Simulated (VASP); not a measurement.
Here is a VASP 6.6.1 calculation.

INCAR

```
PREC = Accurate
ENCUT = 520
EDIFF = 1E-7
ISMEAR = -1
SIGMA = 0.02
LREAL = F
LASPH = T
NELM = 100
ALGO = Normal
ISIF = 2
LWAVE = F
LCHARG = T
GGA = PE
LELF = T
LVHAR = T
NBANDS = 22
```

File KPOINTS:

```
regular mesh
0
Gamma
  8 8 8
```

POSCAR

```
Na2IF
1.0
    2.0918296660      1.2077184206      6.7122665057
   -2.0918296660      1.2077184206      6.7122665057
    0.0000000000     -2.4154368416      6.7122665056
F I Na
1 1 2
Direct
    1.0000000000      0.0000000000      0.0000000000
    0.5000000000      0.5000000000      0.5000000000
    0.2698824377      0.2698824377      0.2698824377
    0.7301175623      0.7301175623      0.7301175623
```

Potentials or basis: VASP PAW PBE potentials, release 64 (F, I, Na_pv).

Launch:

```console
$ cat potpaw_PBE.64/F/POTCAR potpaw_PBE.64/I/POTCAR potpaw_PBE.64/Na_pv/POTCAR > POTCAR
$ mpirun -np 1 vasp_std > vasp.out
```

Problem. Estimate the largest force.

Solution. 0.011 eV/Å.

Problem. Predict the pressure.

Solution. -1.7 GPa.

Problem. Estimate the band gap on the k mesh.

Solution. 2.11 eV, direct.

Forces on the atoms (eV/Å):
```
F    0.000  0.000  0.000
I    0.000  0.000  0.000
Na   0.000  0.000 -0.011
Na   0.000  0.000  0.011
```

Caveat: the cell differs from its parent crystal (strain +4.7%); spin-orbit coupling is left out, which moves the levels of the heavy elements. A k mesh can miss the band edges.
